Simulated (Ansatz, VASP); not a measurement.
One calculation of Ga4As4N, two programs

```
CELL_PARAMETERS angstrom
8.02671 0.00000 0.00000
-4.01336 6.95134 0.00000
0.00000 0.00000 22.64071
ATOMIC_POSITIONS crystal
As 0.00000 0.00000 0.17667
As 0.00000 0.50000 0.17667
As 0.50000 0.00000 0.17667
As 0.50000 0.50000 0.17667
As 0.16667 0.33333 0.33026
As 0.16667 0.83333 0.33026
As 0.66667 0.33333 0.33026
As 0.66667 0.83333 0.33026
Ga 0.16667 0.33333 0.21286
Ga 0.16667 0.83333 0.21286
Ga 0.66667 0.33333 0.21286
Ga 0.66667 0.83333 0.21286
Ga 0.33333 0.16667 0.35956
Ga 0.33333 0.66667 0.35956
Ga 0.83333 0.16667 0.35956
Ga 0.83333 0.66667 0.35956
N 0.33333 0.16667 0.48765
N 0.33333 0.16667 0.53623
```

Alike in both runs: task single point; functional PBE; dispersion D3(BJ); k mesh 6 × 6 × 1; occupations gaussian, width 0.05 eV; no spin polarisation.

|  | VASP | Ansatz |
| --- | --- | --- |
| version | VASP 6.6.1 | Ansatz 0.2.0 |
| potentials or method | VASP PAW PBE potentials, release 64 (As, Ga_d, N), cutoff 520 eV | scalar-relativistic, plane waves, PAW |
| valence electrons in the cell | 154 | 234 |

|  | VASP | Ansatz | Ansatz less VASP |
| --- | --- | --- | --- |
| gap on the k mesh at the Fermi level (eV) | 0.03 | 0.03 | +0.001 |
| least direct gap on the mesh (eV) | 0.03 | 0.03 | +0.001 |
| rms of the force components (eV/Å) | 0.445 | 0.202 | -0.2425 |

One of these differences is far larger than is usual between the two programs; its cause wasn't traced. VASP's potentials hold 154 valence electrons a cell and Ansatz's 234, so a difference there can come from the potentials and not from the codes.

Noted on VASP's run: the standard files for N, O and F lose accuracy on very short bonds.
